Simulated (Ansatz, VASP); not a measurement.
Given: the input of a run of Ansatz 0.2.0 on TiO2.

File input.yaml:

```yaml
crystal:
  lattice:
    - [1.474097, -4.79653, 0.0]
    - [1.474097, 4.79653, 0.0]
    - [0.0, 0.0, 10.235223]
  atoms:
    - { symbol: Ti, position: [0.866913, 0.133087, 0.583142] }
    - { symbol: Ti, position: [0.133087, 0.866913, 0.416858] }
    - { symbol: Ti, position: [0.866913, 0.133087, 0.916858] }
    - { symbol: Ti, position: [0.133087, 0.866913, 0.083142] }
    - { symbol: O, position: [0.5, 0.5, 0.5] }
    - { symbol: O, position: [0.5, 0.5, 0.0] }
    - { symbol: O, position: [0.934235, 0.065765, 0.75] }
    - { symbol: O, position: [0.065765, 0.934235, 0.25] }
    - { symbol: O, position: [0.7544, 0.2456, 0.102866] }
    - { symbol: O, position: [0.2456, 0.7544, 0.897134] }
    - { symbol: O, position: [0.2456, 0.7544, 0.602866] }
    - { symbol: O, position: [0.7544, 0.2456, 0.397134] }
hamiltonian:
  xc: pbe
  pseudopotentials: { kind: paw }
kpoints:
  mp_grid: { grid: [3, 3, 1] }
scf:
  occupations: { method: fermi_dirac, width: 0.05 }
output:
  forces: true
  stress: true
  eigenvalues: true
```

Potentials or basis: Ansatz PAW.

Launch:

```console
$ ansatz run input.yaml --threads 4 --pin off --max-ram 11264MiB --backend cpu --events-out ev --progress --plain --runs-dir out
```

Problem. Set up the same calculation for VASP 6.6.1. Potentials there: VASP PAW PBE potentials, release 64 (Ti_sv, O).

Solution. As run (the cutoff follows the program's own potentials):

The input INCAR:

```
SYSTEM = TiO2
PREC = Accurate
ENCUT = 520
EDIFF = 1E-6
ISMEAR = -1
SIGMA = 0.05
LREAL = .FALSE.
LASPH = .TRUE.
NELM = 80
ALGO = Normal
ISIF = 2
LWAVE = .FALSE.
LCHARG = .FALSE.
GGA = PE
NBANDS = 60
```

Contents of KPOINTS:

```
regular mesh
0
G
  3 3 1
  0 0 0
```

POSCAR

```
TiO2
1.0
    1.4740970000     -4.7965300000      0.0000000000
    1.4740970000      4.7965300000      0.0000000000
    0.0000000000      0.0000000000     10.2352230000
Ti O
4 8
Direct
    0.8669130000      0.1330870000      0.5831420000
    0.1330870000      0.8669130000      0.4168580000
    0.8669130000      0.1330870000      0.9168580000
    0.1330870000      0.8669130000      0.0831420000
    0.5000000000      0.5000000000      0.5000000000
    0.5000000000      0.5000000000      0.0000000000
    0.9342350000      0.0657650000      0.7500000000
    0.0657650000      0.9342350000      0.2500000000
    0.7544000000      0.2456000000      0.1028660000
    0.2456000000      0.7544000000      0.8971340000
    0.2456000000      0.7544000000      0.6028660000
    0.7544000000      0.2456000000      0.3971340000
```

Potentials or basis: VASP PAW PBE potentials, release 64 (Ti_sv, O).

Run with:

```sh
$ cat potpaw_PBE.64/Ti_sv/POTCAR potpaw_PBE.64/O/POTCAR > POTCAR
$ mpirun -np 1 vasp_std > vasp.out
```

Both were run:

|  | VASP | Ansatz | Ansatz less VASP |
| --- | --- | --- | --- |
| gap on the k mesh at the Fermi level (eV) | 2.78 | 2.80 | +0.017 |
| least direct gap on the mesh (eV) | 2.80 | 2.82 | +0.019 |
| pressure (GPa) | -0.7 | -1.3 | -0.67 |
| traceless stress, the component that is largest in VASP (GPa) | -0.65 | -0.53 | +0.117 |
| rms of the force components (eV/Å) | 0.052 | 0.092 | +0.0399 |

Atom by atom the forces differ by 0.043 eV/Å (rms over components).

The k mesh is coarse, so the values compare programs but aren't converged. Noted on Ansatz's run: odd divisions of the mesh miss points on the zone boundary, where band edges often lie, so the gap on the mesh can be too wide.
